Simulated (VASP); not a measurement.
Here is a VASP 6.6.1 calculation.

INCAR

```
SYSTEM = Ge
ALGO = Normal ; EDIFF = 1E-6
EDIFFG = -0.008 ; ENCUT = 600
GGA = PE ; IBRION = 2
ISIF = 3 ; ISMEAR = 0
LASPH = .TRUE. ; LCHARG = .FALSE.
LREAL = .FALSE. ; LWAVE = .FALSE.
NELM = 100 ; NSW = 70
PREC = Accurate ; PSTRESS = 900.0
SIGMA = 0.1
```

Contents of KPOINTS:

```
k-points
0
G
  14 14 14
  0 0 0
```

Contents of POSCAR:

```
Ge
1.0
    0.0000000000      2.4861326997      2.4861326997
    2.4861326997      0.0000000000      2.4861326997
    2.4861326997      2.4861326997      0.0000000000
Ge
2
Direct
    0.5000000000      0.5000000000      0.5000000000
    0.7500000000      0.7500000000      0.7500000000
```

Potentials or basis: VASP PAW PBE potentials, release 64 (Ge_d).

Command:

```console
$ cat potpaw_PBE.64/Ge_d/POTCAR > POTCAR
$ mpirun -np 1 vasp_std > vasp.out
```

Predict the relaxed cell.

a = 3.460 Å, b = 3.460 Å, c = 3.460 Å, α = 60.00°, β = 60.00°, γ = 60.00°.

Estimate the band gap on the k mesh.

zero (bands 14 and 15 overlap by 0.37 eV).

What does it give for the space group after relaxing (to 0.1 Å)?

Fd-3m (No. 227).

Step by step:
```tsv
step	energy change (eV)	largest force (eV/Å)	pressure (GPa)	volume (Å³)
1	0.0000	0.0000	72.68	30.73
2	5.3164	0.0000	199.92	23.92
3	0.6730	0.0000	88.40	29.39
4	0.7303	0.0000	89.88	29.29
5	0.7463	0.0000	90.38	29.26
6	0.6771	0.0000	88.62	29.39
7	0.7340	0.0000	89.97	29.28
```

Caveat: the cell is relaxed towards a set pressure, so the run minimises the enthalpy, not the energy; semilocal functionals underestimate gaps, and a narrow one can read as zero.
